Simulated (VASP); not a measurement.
Set up this calculation in VASP 6.6.1, as the native input.

- Task: single point
- Functional: r2SCAN
- Potentials or basis: VASP PAW PBE potentials, release 64 (Al)
- Cutoff: 520 eV
- k mesh: 18 × 18 × 14
- Occupations: gaussian, width 0.1 eV
- Spin: no spin polarisation
- Dipole correction: no
- Further INCAR settings: ALGO = Normal; EDIFF = 1e-07; NBANDS = 10

The system is Al.

```
CELL_PARAMETERS angstrom
1.90650 1.90650 0.00000
-1.90650 1.90650 0.00000
0.00000 0.00000 4.10048
ATOMIC_POSITIONS crystal
Al 0.00000 0.00000 0.00000
Al 0.50000 0.50000 0.50000
```

This cell differs from its parent crystal: biaxial strain in the a-b plane: -4.5 %.

One way to write it, as run:

POSCAR

```
Al
1.0
    1.9065043987      1.9065043987      0.0000000000
   -1.9065043987      1.9065043987      0.0000000000
    0.0000000000      0.0000000000      4.1004817120
Al
2
Direct
    0.0000000000      0.0000000000      0.0000000000
    0.5000000000      0.5000000000      0.5000000000
```

INCAR.step1

```
SYSTEM = Al
ALGO = Normal
EDIFF = 1E-4
ENCUT = 520
GGA = PE
ISMEAR = 0
LASPH = .True.
LCHARG = .False.
LREAL = .False.
LWAVE = .True.
NBANDS = 10
NELM = 80
PREC = Accurate
SIGMA = 0.1
```

INCAR.step2

```
SYSTEM = Al
ALGO = Normal
EDIFF = 1E-7
ENCUT = 520
ISIF = 2
ISMEAR = 0
ISTART = 1
LASPH = .True.
LCHARG = .False.
LMIXTAU = .True.
LREAL = .False.
LWAVE = .False.
METAGGA = R2SCAN
NBANDS = 10
NELM = 80
PREC = Accurate
SIGMA = 0.1
```

KPOINTS

```
k-points
0
Gamma
  18 18 14
  0 0 0
```

Potentials or basis: VASP PAW PBE potentials, release 64 (Al).

Command:

```bash
$ cat potpaw_PBE.64/Al/POTCAR > POTCAR
$ cp INCAR.step1 INCAR
$ mpirun -np 1 vasp_std > vasp.out
$ cp INCAR.step2 INCAR
$ mpirun -np 1 vasp_std > vasp.out
```

It gave:

```json
{
 "Pressure": "7.2 GPa",
 "Band gap on the k mesh": "zero (bands 3 and 4 overlap by 12.00 eV)"
}
```

Caveat: the cell differs from its parent crystal (biaxial strain in the a-b plane: -4.5 %); the cell stands under pressure; the PAW data sets were made with another functional, which shifts forces and pressure a little.

Wall time 3.9 min on 1 thread of Intel(R) Xeon(R) Platinum 8488C (Sapphire Rapids) (shared host), peak memory 0.22 GiB.
